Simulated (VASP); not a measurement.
# KF (I4/mmm) in VASP: notebook, part 2 of 2

VASP 6.6.1. Earlier steps stand in the parts before.

## 5. Single point, PBE (biaxial strain in the a-b plane: -1.5 %, then relaxed in part)

The input, INCAR:

```
PREC = Accurate ; ENCUT = 520
EDIFF = 1E-6 ; ISMEAR = 0
SIGMA = 0.02 ; LREAL = F
LASPH = T ; NELM = 60
ALGO = Normal ; ISIF = 2
LWAVE = F ; LCHARG = T
GGA = PE ; LELF = T
LVHAR = T ; NBANDS = 24
```

The input, KPOINTS:

```
regular mesh
0
Gamma
  6 6 4
```

The input, POSCAR:

```
KF
1.0
    2.6696772661      2.6696772661      0.0000000000
   -2.6696772661      2.6696772661      0.0000000000
    0.0000000000      0.0000000000      5.4617287048
K F
2 2
Direct
    0.0000000000      0.0000000000      0.0000000000
    0.5000000000      0.5000000000      0.5000000000
    0.5000000000      0.5000000000      0.0000000000
    0.0000000000      0.0000000000      0.5000000000
```

Potentials or basis: VASP PAW PBE potentials, release 64 (K_sv, F).

Started as:

```sh
$ cat potpaw_PBE.64/K_sv/POTCAR potpaw_PBE.64/F/POTCAR > POTCAR
$ mpirun -np 1 vasp_std > vasp.out
```

OUTCAR:

```text
PREC = Accurate
   ENCUT = 520
   EDIFF = 1E-6
   ISMEAR = 0
   LREAL = F
   LASPH = T
   NELM = 60
   ISIF = 2
   GGA = PE

 ion  position               nearest neighbor table
   1  0.000  0.000  0.000-   3 2.67   3 2.67   3 2.67   3 2.67   4 2.73   4 2.73
   2  0.500  0.500  0.500-   4 2.67   4 2.67   4 2.67   4 2.67   3 2.73   3 2.73
   3  0.500  0.500  0.000-   1 2.67   1 2.67   1 2.67   1 2.67   2 2.73   2 2.73
   4  0.000  0.000  0.500-   2 2.67   2 2.67   2 2.67   2 2.67   1 2.73   1 2.73

  LATTYP: Found a simple tetragonal cell.
 ALAT       =     3.7754937969
 C/A-ratio  =     1.4466263219

  Lattice vectors:

 A1 = (   2.6696772661,   2.6696772661,   0.0000000000)
 A2 = (  -2.6696772661,   2.6696772661,   0.0000000000)
 A3 = (   0.0000000000,   0.0000000000,   5.4617287048)

Analysis of symmetry for initial positions (statically):
=====================================================================
 Subroutine PRICEL returns following result:

  LATTYP: Found a body centered tetragonal cell.
 ALAT       =     3.7754937969
 C/A-ratio  =     1.4466263219

  Lattice vectors:

 A1 = (   2.6696772661,   0.0000000000,  -2.7308643524)
 A2 = (  -2.6696772661,   0.0000000000,  -2.7308643524)
 A3 = (   0.0000000000,   2.6696772661,   2.7308643524)

   2 primitive cells build up your supercell.

 Routine SETGRP: Setting up the symmetry group for a
 simple tetragonal supercell.

 Subroutine GETGRP returns: Found 16 space group operations
 (whereof 16 operations were pure point group operations)
 out of a pool of 16 trial point group operations.

The static configuration has the point symmetry D_4h.

Analysis of symmetry for dynamics (positions and initial velocities):
=====================================================================
 Subroutine PRICEL returns following result:

  LATTYP: Found a body centered tetragonal cell.
 ALAT       =     3.7754937969
 C/A-ratio  =     1.4466263219

  Lattice vectors:

 A1 = (   2.6696772661,   0.0000000000,  -2.7308643524)
 A2 = (  -2.6696772661,   0.0000000000,  -2.7308643524)
 A3 = (   0.0000000000,   2.6696772661,   2.7308643524)

   2 primitive cells build up your supercell.

 Routine SETGRP: Setting up the symmetry group for a
 simple tetragonal supercell.

 Subroutine GETGRP returns: Found 16 space group operations
 (whereof 16 operations were pure point group operations)
 out of a pool of 16 trial point group operations.

The dynamic configuration has the point symmetry D_4h.

 Subroutine INISYM returns: Found 16 space group operations
 (whereof 16 operations are pure point group operations),
 and found     2 'primitive' translations

----------------------------------------------------------------------------------------

                                     Primitive cell

  volume of cell :      38.9267

  direct lattice vectors                    reciprocal lattice vectors
[... 27 lines left out ...]
     0.031214759  0.031214759  0.000000000     0.166666667  0.000000000  0.000000000
    -0.031214759  0.031214759  0.000000000     0.000000000  0.166666667  0.000000000
     0.000000000  0.000000000  0.045773053     0.000000000  0.000000000  0.250000000

  Length of vectors
     0.044144336  0.044144336  0.045773053

  Shift w.r.t. Gamma in fractional coordinates (k-lattice)
     0.000000000  0.000000000  0.000000000

 Subroutine IBZKPT returns following result:
 ===========================================

 Found     30 irreducible k-points:

 Following reciprocal coordinates:
            Coordinates               Weight
  0.000000  0.000000  0.000000      1.000000
  0.166667  0.000000  0.000000      4.000000
  0.333333  0.000000  0.000000      4.000000
  0.500000  0.000000  0.000000      2.000000
  0.166667  0.166667  0.000000      4.000000
  0.333333  0.166667  0.000000      8.000000
[... 16 lines left out ...]
  0.333333  0.000000  0.500000      4.000000
  0.500000  0.000000  0.500000      2.000000
 [... further k-points ...]
   k-points           NKPTS =     30   k-points in BZ     NKDIM =     30   number of bands    NBANDS=     24
   number of dos      NEDOS =    301   number of ions     NIONS =      4
   total plane-waves  NPLWV =  32928
   dimension x,y,z NGX =    28 NGY =   28 NGZ =   42
   dimension x,y,z NGXF=    56 NGYF=   56 NGZF=   84
   ions per type =               2   2
   NGX,Y,Z   is equivalent  to a cutoff of  12.33, 12.33, 12.78 a.u.
   NGXF,Y,Z  is equivalent  to a cutoff of  24.66, 24.66, 25.57 a.u.
 SYSTEM =  unknown system
   PREC   = accura    normal or accurate (medium, high low for compatibility)
   ISTART =      0    job   : 0-new  1-cont  2-samecut
   ICHARG =      2    charge: 1-file 2-atom 10-const
   ISPIN  =      1    spin polarized calculation?
   LNONCOLLINEAR =      F non collinear calculations
   LSORBIT =      F    spin-orbit coupling
   LASPH  =      T    aspherical Exc in radial PAW
   ENCUT  =  520.0 eV  38.22 Ry    6.18 a.u.   7.02  7.02 10.16*2*pi/ulx,y,z
   NELM   =     60;   NELMIN=  2; NELMDL= -5     # of ELM steps
   EDIFF  = 0.1E-05   stopping-criterion for ELM
   LREAL  =      F    real-space projection
   EDIFFG = 0.1E-04   stopping-criterion for IOM
   NSW    =      0    number of steps for IOM
   IBRION =     -1    ionic relax: 0-MD 1-quasi-New 2-CG
   NFREE  =      0    steps in history (QN), initial steepest desc. (CG)
   ISIF   =      2    stress and relaxation
   ISYM   =      2    0-nonsym 1-usesym 2-fastsym
   POTIM  = 0.5000    time-step for ionic-motion
   TEBEG  =    0.0;   TEEND  =   0.0 temperature during run
   PSTRESS=    0.0 pullay stress
   NELECT =      32.0000    total number of electrons
   NUPDOWN=      -1.0000    fix difference up-down
   EMIN   =  10.00;   EMAX   =-10.00  energy-range for DOS
   EFERMI =   0.00;   METHOD = LEGACY
   ISMEAR =     0;   SIGMA  =   0.02  broadening in eV -4-tet -1-fermi 0-gaus
   EFERMI_NEDOS =   21; number of points for ismear=-14 and -15
   IALGO  =     38    algorithm
   IMIX   =      4    mixing-type and parameters
     AMIX     =   0.40;   BMIX     =  1.00
     AMIX_MAG =   1.60;   BMIX_MAG =  1.00
  volume/ion in A,a.u.               =      19.46       131.35
  Fermi-wavevector in a.u.,A,eV,Ry     =   1.217210  2.300194 20.158403  1.481601
  Thomas-Fermi vector in A             =   2.352538
   LORBIT       =      0    0 simple, 1 ext, 2 COOP (PROOUT), +10 PAW based schemes
   GGA     = PE    functional components
   LHFCALC =     F    Hartree Fock is set to
   AEXX    =    0.0000 exact exchange contribution
   IVDW    =     0    specifies the selected vdW correction
   LEPSILON=     F    determine dielectric tensor
   LRPA    =     F    only Hartree local field effects (RPA)
 non-spin polarized calculation
 Gauss-broadening in eV      SIGMA  =   0.02
  energy-cutoff  :      520.00
  volume of cell :       77.85
 maximum number of plane-waves:      2120
   NGX = 15   NGY = 15   NGZ = 21

 number of electron      31.9999990 magnetization

 Free energy of the ion-electron system (eV)
  ---------------------------------------------------
  ext. energy  EPLUGINS =         0.00000000
  ---------------------------------------------------
  free energy    TOTEN  =       -16.58825837 eV

  energy without entropy =      -16.58825837  energy(sigma->0) =      -16.58825837

 E-fermi :  -2.7646     XC(G=0):  -8.3118

 val. band max:       -2.8478171896   @ k =   0.0000   0.0000   0.0000
 cond. band min:       3.2007381174   @ k =   0.0000   0.0000   0.0000
 fundamental gap:      6.0485553070
 Fermi energy:        -2.7646221947

 k-point     1 :       0.0000    0.0000    0.0000
  band No.  band energies     occupation
      1     -29.0502      2.00000
      2     -28.9501      2.00000
      3     -21.5147      2.00000
      4     -21.5040      2.00000
      5     -12.8397      2.00000
      6     -12.4968      2.00000
[... 637 lines left out ...]
     23       9.1900      0.00000
     24       9.1900      0.00000

 [... further k-points ...]
[... 5 lines left out ...]
  --------------------------------------------------------------------------------------
  -------------------------------------------------------------------------------------
  Total        0.5604400      0.5604400     -0.0043962      0.0000000      0.0000000     -0.0000000
  in kB       11.5335243     11.5335243     -0.0904710      0.0000000      0.0000000     -0.0000000
  external PRESSURE =       7.6588592 kB  Pullay stress =       0.0000000 kB

 VOLUME and BASIS-vectors are now :
 -----------------------------------------------------------------------------
  energy-cutoff  :      520.00
  volume of cell :       77.85
      direct lattice vectors                 reciprocal lattice vectors
     2.669677266  2.669677266  0.000000000     0.187288556  0.187288556  0.000000000
    -2.669677266  2.669677266  0.000000000    -0.187288556  0.187288556  0.000000000
     0.000000000  0.000000000  5.461728705     0.000000000  0.000000000  0.183092214

 POSITION                                       TOTAL-FORCE (eV/Angst)
 -----------------------------------------------------------------------------------
      0.00000      0.00000      0.00000        -0.000000      0.000000     -0.000000
      0.00000      2.66968      2.73086         0.000000     -0.000000      0.000000
      0.00000      2.66968      0.00000        -0.000000      0.000000      0.000000
      0.00000      0.00000      2.73086         0.000000     -0.000000      0.000000
 -----------------------------------------------------------------------------------
    total drift:                               -0.000000      0.000000      0.000000

  FREE ENERGIE OF THE ION-ELECTRON SYSTEM (eV)
  ---------------------------------------------------
  free  energy   TOTEN  =       -16.5882583712 eV

  energy  without entropy=      -16.5882583712  energy(sigma->0) =      -16.58825837
```

OSZICAR:

```text
N       E                     dE             d eps       ncg     rms          rms(c)
DAV:   1     0.255126465848E+03    0.25513E+03   -0.16408E+04  1440   0.128E+03
DAV:   2    -0.476160497024E+01   -0.25989E+03   -0.24732E+03  1832   0.363E+02
DAV:   3    -0.181925994107E+02   -0.13431E+02   -0.13360E+02  2048   0.730E+01
DAV:   4    -0.191247874812E+02   -0.93219E+00   -0.93180E+00  2264   0.119E+01
DAV:   5    -0.191291559857E+02   -0.43685E-02   -0.43684E-02  1976   0.109E+00    0.892E+00
DAV:   6    -0.166257167242E+02    0.25034E+01   -0.87142E+00  1576   0.182E+01    0.535E+00
DAV:   7    -0.165917520052E+02    0.33965E-01   -0.41513E-01  2088   0.334E+00    0.332E+00
DAV:   8    -0.165849451687E+02    0.68068E-02   -0.13530E-01  1592   0.299E+00    0.422E-01
DAV:   9    -0.165868203380E+02   -0.18752E-02   -0.24793E-02  1816   0.898E-01    0.167E-01
DAV:  10    -0.165881925779E+02   -0.13722E-02   -0.41349E-03  1824   0.433E-01    0.119E-01
DAV:  11    -0.165881691682E+02    0.23410E-04   -0.70617E-05  1984   0.615E-02    0.971E-02
DAV:  12    -0.165882558903E+02   -0.86722E-04   -0.46006E-04  1584   0.125E-01    0.256E-02
DAV:  13    -0.165882572394E+02   -0.13492E-05   -0.36819E-05  2008   0.374E-02    0.190E-02
DAV:  14    -0.165882587091E+02   -0.14697E-05   -0.39439E-06  1552   0.121E-02    0.617E-03
DAV:  15    -0.165882583712E+02    0.33792E-06   -0.15766E-06  1424   0.866E-03
   1 F= -.16588258E+02 E0= -.16588258E+02  d E =-.479504E-11
```

It took 28 s on 1 thread of Intel Xeon 6975P-C (Granite Rapids), shared host; peak memory 0.19 GiB.

Results:

* Free energy: -16.5883 eV
* Pressure: 0.8 GPa
* Band gap on the k mesh: 6.05 eV

Caveat: the cell differs from its parent crystal (biaxial strain in the a-b plane: -1.5 %, then relaxed in part). A k mesh can miss the band edges.

## 6. Single point, PBE (biaxial strain in the a-b plane: -1.5 %)

The input, INCAR:

```
  ALGO = Normal
  EDIFF = 1E-6
  ENCUT = 520
  GGA = PE
  ISIF = 2
  ISMEAR = 0
  LASPH = True
  LCHARG = False
  LREAL = False
  LWAVE = False
  NBANDS = 24
  NELM = 100
  PREC = Accurate
  SIGMA = 0.02
```

The input, KPOINTS:

```
k-points
0
Gamma
  6 6 4
```

Changes to POSCAR since step 5:

```diff
@@ -4,3 +4,3 @@
    -2.6696772661      2.6696772661      0.0000000000
-    0.0000000000      0.0000000000      5.4617287048
+    0.0000000000      0.0000000000      5.4694504802
 K F
```

Potentials or basis: VASP PAW PBE potentials, release 64 (K_sv, F).

Started as:

```sh
$ cat potpaw_PBE.64/K_sv/POTCAR potpaw_PBE.64/F/POTCAR > POTCAR
$ mpirun -np 1 vasp_std > vasp.out
```

Run time: 24 s. Hardware: 1 thread of Intel Xeon 6975P-C (Granite Rapids), shared host; peak memory 0.19 GiB.

It converged, with:

```yaml
Free_energy: -16.5884 eV
Pressure: 0.7 GPa
Band_gap_on_the_k_mesh: 6.04 eV
```

Stress tensor (GPa, compression positive):
```
 1.13  0.00  0.00
 0.00  1.13  0.00
 0.00  0.00 -0.09
```

Levels at points of the mesh, in eV from the valence-band top:
```csv
k point,band 12,band 13,band 14,band 15,band 16,band 17,band 18,band 19,band 20,band 21
"(0.00, 0.00, 0.00)",-0.06,-0.06,-0.03,0.00,0.00,6.04,8.23,10.17,10.52,10.66
"(0.50, 0.00, 0.00)",-0.62,-0.33,-0.33,-0.18,-0.18,8.98,8.98,9.73,9.73,11.54
"(0.50, 0.50, 0.00)",-0.21,-0.10,-0.10,-0.06,-0.06,8.14,8.14,10.18,10.18,11.70
"(0.00, 0.00, 0.50)",-0.47,-0.04,-0.04,-0.04,-0.04,7.83,7.83,9.13,9.13,12.05
"(0.50, 0.00, 0.50)",-0.78,-0.34,-0.34,-0.34,-0.34,8.96,8.96,10.43,10.43,11.89
"(0.50, 0.50, 0.50)",-0.38,-0.16,-0.16,-0.16,-0.16,9.61,9.61,9.61,9.61,11.11
```

Caveat: the cell differs from its parent crystal (biaxial strain in the a-b plane: -1.5 %).

## 7. The runs side by side

| cell | gap on the mesh (eV) | pressure (GPa) |
| --- | --- | --- |
| a = 3.718, b = 3.718, c = 5.507 Å, 4 atoms | 6.14 | 1.7 |
| a = 3.718, b = 3.718, c = 5.518 Å, 4 atoms | 6.13 | 1.6 |
| a = 3.775, b = 3.775, c = 5.462 Å, 4 atoms | 6.05 | 0.8 |
| a = 3.775, b = 3.775, c = 5.469 Å, 4 atoms | 6.04 | 0.7 |

Alike in all rows: task single point; level PBE; potentials or basis VASP PAW PBE potentials, release 64 (K_sv, F); no spin polarisation; k mesh 6 × 6 × 4; cutoff (eV) 520; smearing gaussian 0.02 eV.

Total energies depend on the potentials used, so only differences within one code and one set of settings carry meaning.
